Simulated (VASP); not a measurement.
Here is a VASP 6.6.1 calculation.

INCAR

```
AGGAC = 1.0
AGGAX = 1.0
ALDAC = 0.0
ALDAX = 1.0
ALGO = Normal
EDIFF = 1E-7
ENCUT = 520
GGA = B5
ISIF = 2
ISMEAR = -1
LASPH = True
LCHARG = False
LREAL = False
LWAVE = False
NBANDS = 16
NELM = 80
PREC = Accurate
SIGMA = 0.1
```

File KPOINTS:

```
k-points
0
Gamma
  16 16 11
```

The input POSCAR:

```
Co
1.0
   -2.1557361238      2.1557532707      1.2268661237
    2.1557532707     -2.1557361238      1.2268661237
    2.1566429093      2.1566429093     -1.2268347191
Co
2
Direct
    0.0000023959      0.9999976041      1.0000000000
    0.7499976041      0.2500023959      0.5000000000
```

Potentials or basis: VASP PAW PBE potentials, release 64 (Co).

Run with:

```sh
$ cat potpaw_PBE.64/Co/POTCAR > POTCAR
$ mpirun -np 1 vasp_std > vasp.out
```

(1) What does it give for the pressure?

(2) Predict the band gap on the k mesh.

## Answers

(1) 7.6 GPa.

(2) zero (band 9 reaches 10.66 eV, above the bottom of band 10 at 9.39 eV).

Caveat: the PAW data sets were made with another functional, which shifts forces and pressure a little; the run has no spin polarisation, though such a crystal can be magnetic.
